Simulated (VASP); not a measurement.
The system is BiSe3.

```
Bi Se
1.0
     0.00000    3.90820    3.90820
     3.90820    0.00000    3.90820
     3.90820    3.90820    0.00000
Bi Se
1 3
Direct
  0.50000 0.50000 0.50000
  0.25000 0.25000 0.25000
  0.75000 0.75000 0.75000
  0.00000 0.00000 0.00000
```

The cell was built from a structure type or drawn by symmetry, and may not be a known phase.

| Property | Result |
| --- | --- |
| Program | VASP 6.6.1 |
| Task | relaxation of cell and atoms |
| Functional | PBE |
| Potentials or basis | VASP PAW PBE potentials, release 64 (Bi_d, Se) |
| Cutoff | 600 eV |
| k mesh | 4 × 4 × 4 |
| Occupations | gaussian, width 0.1 eV |
| Spin | no spin polarisation |

At the start: pressure -9.0 GPa; volume 29.85 Å³/atom.

Question: Where does the relaxation end?

Answer: Over 3 steps the energy falls by 231.2 meV/atom and the volume is 23.34 Å³/atom (-21.8 %); space group Fm-3m (No. 225, to 0.1 Å) before and after.

Step by step:
| step | energy change (eV) | largest force (eV/Å) | pressure (GPa) | volume (Å³) |
| --- | --- | --- | --- | --- |
| 1 | 0.0000 | 0.0000 | -9.04 | 119.39 |
| 2 | -0.9236 | 0.0000 | 0.55 | 92.60 |
| 3 | -0.9249 | 0.0000 | 0.03 | 93.35 |

Final structure:
```
Bi Se
1.0
     0.00000    3.60050    3.60050
     3.60050    0.00000    3.60050
     3.60050    3.60050    0.00000
Bi Se
1 3
Direct
  0.50000 0.50000 0.50000
  0.25000 0.25000 0.25000
  0.75000 0.75000 0.75000
  0.00000 0.00000 0.00000
```

Caveat: the volume moved by over 15 % at a fixed basis, so the end points are rough.
